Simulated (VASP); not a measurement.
Write the native input for VASP 6.6.1 that does the following.

```yaml
Task: single point
Functional: PBE
Potentials_or_basis: VASP PAW PBE potentials, release 64 (Zn, O)
Cutoff: 520 eV
k_mesh: 4 × 3 × 4
Occupations: fermi-dirac, width 0.2585 eV
Spin: no spin polarisation
Dipole_correction: no
Further_INCAR_settings: ALGO = Normal; EDIFF = 1e-07; NBANDS = 76
```

The structure of ZnO lies in POSCAR:

```
ZnO
1.0
    5.7473940000      0.0504630000     -0.0849840000
    0.0504630000      5.7953560000      0.0830010000
   -0.0849840000      0.0830010000      5.6298910000
Zn O
7 7
Direct
    0.3507447841      0.7460907241      0.6856519830
    0.7702176298      0.1521366867      0.6997071771
    0.1518279478      0.3895985881      0.8294658956
    0.0700688974      0.6686251547      0.4022320096
    0.6813871319      0.0209828977      0.1757933638
    0.7913762418      0.5167428509      0.0967961420
    0.2019638053      0.2617094351      0.4136560999
    0.5376792603      0.0770544372      0.4691858325
    0.8021771734      0.5397784946      0.4700504388
    0.6727707594      0.7613243345      0.9416141598
    0.0122570168      0.9807353647      0.3178019174
    0.5995253915      0.2770527399      0.9598198564
    0.1377633563      0.4521695141      0.1420672133
    0.0841054894      0.0494358024      0.6997192092
```

These files were run (other wordings do the same):

INCAR

```
PREC     = Accurate       # precision mode
ENCUT    = 520            # plane-wave cutoff, eV
EDIFF    = 1E-7           # SCF threshold, eV
ISMEAR   = -1             # smearing method
SIGMA    = 0.2585         # smearing width, eV
LREAL    = False          # projectors in reciprocal space
LASPH    = True           # aspherical terms in the spheres
NELM     = 80             # most SCF steps
ALGO     = Normal         # electronic algorithm
ISIF     = 2              # what is computed and relaxed
LWAVE    = False          # write WAVECAR
LCHARG   = False          # write CHGCAR
GGA      = PE             # functional
NBANDS   = 76             # bands
```

KPOINTS

```
Automatic mesh
0
Gamma
  4 3 4
```

Potentials or basis: VASP PAW PBE potentials, release 64 (Zn, O).

Launch:

```sh
$ cat potpaw_PBE.64/Zn/POTCAR potpaw_PBE.64/O/POTCAR > POTCAR
$ mpirun -np 1 vasp_std > vasp.out
```

It gave:

```
Pressure               : 5.6 GPa
Largest force          : 3.609 eV/Å
Band gap on the k mesh : zero (bands 63 and 64 overlap by 0.10 eV)
```

Caveat: the k points lie up to 0.36 Å⁻¹ apart; the atoms stand as in a frame of molecular dynamics.

Wall time 6.2 min on 1 thread of AMD EPYC 9R45 96-Core Processor (Zen 5), with other jobs on the host, peak memory 0.42 GiB.
